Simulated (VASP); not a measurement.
A run of VASP 6.6.1 is set up as follows.

File INCAR:

```
SYSTEM = NaCl
  PREC = Accurate
  ENCUT = 500
  EDIFF = 1E-6
  ISMEAR = 0
  SIGMA = 0.01
  LREAL = .FALSE.
  LASPH = .TRUE.
  NELM = 120
  ALGO = Normal
  ISIF = 2
  LWAVE = .FALSE.
  LCHARG = .FALSE.
  GGA = PS
  NBANDS = 14
  GGA_COMPAT = .FALSE.
```

File KPOINTS:

```
regular mesh
0
G
  6 6 6
  0 0 0
```

Contents of POSCAR:

```
NaCl
1.0
    0.0000000000      2.8026988074      2.8026988074
    2.8026988074      0.0000000000      2.8026988074
    2.8026988074      2.8026988074      0.0000000000
Na Cl
1 1
Direct
    0.0000000000      0.0000000000      0.0000000000
    0.5000000000      0.5000000000      0.5000000000
```

Potentials or basis: VASP PAW PBE potentials, release 64 (Na_pv, Cl).

Run with:

```bash
$ cat potpaw_PBE.64/Na_pv/POTCAR potpaw_PBE.64/Cl/POTCAR > POTCAR
$ mpirun -np 1 vasp_std > vasp.out
```

Problem. Predict the pressure.

Solution. 0.0 GPa.

Problem. Estimate the band gap on the k mesh.

Solution. 5.00 eV.

Caveat: the PAW data sets were made with another functional, which shifts forces and pressure a little.
